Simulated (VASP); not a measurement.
Runs of VASP 6.6.1 on Co. The structure is that of space group Fm-3m (No. 225), or close to it. The cells are those of the table. 

```tsv
task	spin	cell	k mesh	cutoff (eV)	smearing	gap on the mesh (eV)	pressure (GPa)	moment (μB)	relaxed volume (Å³/atom)
single point	off	a = 2.431 Å, angles 60.0°, 1 atom	17 × 17 × 17	600	fermi-dirac 0.1 eV	none	9.6	-	-
single point	collinear, ferromagnetic start	a = 2.546 Å, angles 60.0°, 1 atom	17 × 17 × 17	520	fermi-dirac 0.05 eV	none	(b)	1.69	-
relaxation of cell and atoms	off	relaxed from a = 2.502 Å, angles 60.0°, 1 atom	15 × 15 × 15	600	fermi-dirac 0.1 eV	none	-0.1	-	10.56
single point	collinear, ferromagnetic start	a = 2.578 Å, angles 60.0°, 1 atom	17 × 17 × 17	520	fermi-dirac 0.05 eV	none	-12.4	1.72	-
single point	collinear, ferromagnetic start	a = 2.444 Å, angles 60.0°, 1 atom	17 × 17 × 17	520	fermi-dirac 0.05 eV	none	19.2	1.64	-
single point	off	a = 2.362 Å, angles 60.0°, 1 atom	17 × 17 × 17	600	fermi-dirac 0.1 eV	none	38.6	-	-
single point	collinear, ferromagnetic start	a = 2.408 Å, angles 60.0°, 1 atom	17 × 17 × 17	520	fermi-dirac 0.05 eV	none	32.1	1.57	-
relaxation of cell and atoms	collinear, ferromagnetic start	relaxed from a = 2.502 Å, angles 60.0°, 1 atom	15 × 15 × 15	600	fermi-dirac 0.05 eV	none	0.0	(a)	11.19
single point	collinear, ferromagnetic start	a = 2.513 Å, angles 60.0°, 1 atom	17 × 17 × 17	520	fermi-dirac 0.05 eV	none	-0.3	1.68	-
single point	collinear, ferromagnetic start	a = 2.513 Å, angles 60.0°, 1 atom	25 × 25 × 25	520	fermi-dirac 0.05 eV	none	-0.2	1.68	-
single point	off	a = 2.529 Å, angles 60.0°, 1 atom	17 × 17 × 17	600	fermi-dirac 0.1 eV	none	-14.9	-	-
single point	off	a = 2.397 Å, angles 60.0°, 1 atom	17 × 17 × 17	600	fermi-dirac 0.1 eV	none	22.4	-	-
```

Alike in all rows: level RPBE; potentials or basis VASP PAW PBE potentials, release 64 (Co).

Task: Estimate the missing entries.

Result: (a) 1.67; (b) -7.2.

Caveats: the PAW data sets were made with another functional, which shifts forces and pressure a little.

A gap of «none» marks levels without a gap at the run's occupations.
